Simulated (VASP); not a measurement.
Set up this calculation in VASP 6.6.1, as the native input.

- Task: single point
- Functional: PBE
- Dispersion: D3(BJ)
- Potentials or basis: VASP PAW PBE potentials, release 64 (N)
- Cutoff: 520 eV
- k mesh: 1 × 1 × 1
- Occupations: fermi-dirac, width 0.02 eV
- Spin: no spin polarisation
- Dipole correction: no
- Further INCAR settings: LREAL = Auto; ALGO = Normal; EDIFF = 1e-06; NBANDS = 78

The structure of N lies in POSCAR:

```
N
1.0
    9.6720280000      0.0000000000      0.0000000000
    0.0000000000      9.6720280000      0.0000000000
    0.0000000000      0.0000000000      9.6720280000
N
24
Direct
    0.0940124274      0.9233023378      0.1989211460
    0.1245615380      0.9375109374      0.0899695859
    0.7711839455      0.3660392979      1.0161800563
    0.7230410109      0.4445616752      0.9490582107
    0.0044214547      0.9559842017      0.6990148065
    0.0257512178      0.8569815688      0.7512616293
    0.6140431326      0.2504920190      0.6006737939
    0.6506574386      0.2013972726      0.5045910979
    0.4078171265      0.1059878461      0.8620544644
    0.5139458847      0.1182473214      0.9017584627
    0.3787425236      0.5304221993      0.7056569557
    0.2712696137      0.5284762765      0.7437994657
    0.6009835522      0.8784894002      0.1610422181
    0.4897084564      0.9000447307      0.1733869391
    0.4564997808      0.4013731000      0.2493348937
    0.4536262405      0.2935842433      0.2123360708
    0.7014920315      0.8358847498      0.5159688231
    0.6985829780      0.7296595447      0.4744054096
    0.3615879529      0.8753307667      0.5982782249
    0.3212929837      0.8706365274      0.4917758978
    0.9525553687      0.5354538125      0.5938277667
    0.9071709526      0.4430034264      0.6425917089
    0.1304699455      0.2850446262      1.0023446686
    0.0931511430      0.2629624184      0.8969336034
```

These files were run (other wordings do the same):

INCAR

```
SYSTEM = N
PREC = Accurate
ENCUT = 520
EDIFF = 1E-6
ISMEAR = -1
SIGMA = 0.02
LREAL = Auto
LASPH = .True.
NELM = 100
ALGO = Normal
ISIF = 2
LWAVE = .False.
LCHARG = .True.
GGA = PE
IVDW = 12
LELF = .True.
LVHAR = .True.
NBANDS = 78
```

KPOINTS

```
Automatic mesh
0
Gamma
  1 1 1
  0 0 0
```

Potentials or basis: VASP PAW PBE potentials, release 64 (N).

Launch:

```sh
$ cat potpaw_PBE.64/N/POTCAR > POTCAR
$ mpirun -np 1 vasp_gam > vasp.out
```

Results of the run:

```json
{"Pressure": "1.1 GPa", "Largest force": "1.754 eV/Å", "Dispersion energy per atom": "-0.031 eV"}
```

Caveat: the k points lie up to 0.65 Å⁻¹ apart; the standard files for N, O and F lose accuracy on very short bonds.

Run time: 4.1 min on 1 thread of AMD EPYC 7571, on a shared host, peak memory 0.62 GiB.
